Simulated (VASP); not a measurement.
## CuO (Tenorite): single point with PBEsol

The system is CuO (Tenorite).

```xyz
4
Lattice="2.3102 -1.6882 0.0000 2.3102 1.6882 0.0000 -0.8385 0.0000 4.9895" Properties=species:S:1:pos:R:3 pbc="T T T"
Cu    0.7358   -0.8441    2.4948
Cu    1.1551    0.8441    0.0000
O     1.6813    0.2755    3.7421
O     2.1006   -0.2755    1.2474
```

This cell differs from its parent crystal: volume scaled by 0.96.

```
Program                : VASP 6.6.1
Task                   : single point
Functional             : PBEsol
Potentials or basis    : VASP PAW PBE potentials, release 64 (Cu, O)
Cutoff                 : 520 eV
k mesh                 : 10 × 10 × 5
Occupations            : fermi-dirac, width 0.05 eV
Spin                   : no spin polarisation
Dipole correction      : no
Further INCAR settings : ALGO = Normal; EDIFF = 1e-06; NBANDS = 25
```

* Pressure: 5.9 GPa
* Largest force: 0.185 eV/Å
* Band gap on the k mesh: zero (band 17 reaches 6.40 eV, above the bottom of band 18 at 5.79 eV)

Forces in eV/Å, atoms in the order of the input:
```
Cu   0.000  0.000  0.000
Cu   0.000  0.000  0.000
O    0.000 -0.185  0.000
O    0.000  0.185  0.000
```

Stress tensor (GPa, compression positive):
```
 5.83  0.00 -1.65
 0.00  6.25  0.00
-1.65  0.00  5.55
```

Levels at points of the mesh, in eV from the Fermi level:
| k point | band 13 | band 14 | band 15 | band 16 | band 17 | band 18 | band 19 | band 20 | band 21 | band 22 |
| --- | --- | --- | --- | --- | --- | --- | --- | --- | --- | --- |
| (0.00, 0.00, 0.00) | -2.53 | -2.34 | -2.28 | -1.73 | 0.23 | 0.99 | 1.82 | 5.95 | 8.37 | 13.43 |
| (0.50, 0.00, 0.00) | -2.15 | -1.68 | -1.59 | -1.48 | 0.00 | 0.25 | 4.76 | 6.39 | 7.10 | 11.25 |
| (0.50, 0.50, 0.00) | -2.25 | -2.25 | -1.71 | -1.27 | -0.68 | 1.12 | 3.12 | 7.17 | 8.50 | 10.31 |

It took 47 s on 1 thread of Intel(R) Xeon(R) 6975P-C (Granite Rapids) (shared host), peak memory 0.24 GiB.

Caveat: the PAW data sets were made with another functional, which shifts forces and pressure a little; semilocal functionals often make such compounds metallic where correlation or magnetic order opens a gap, which also shifts bond lengths.
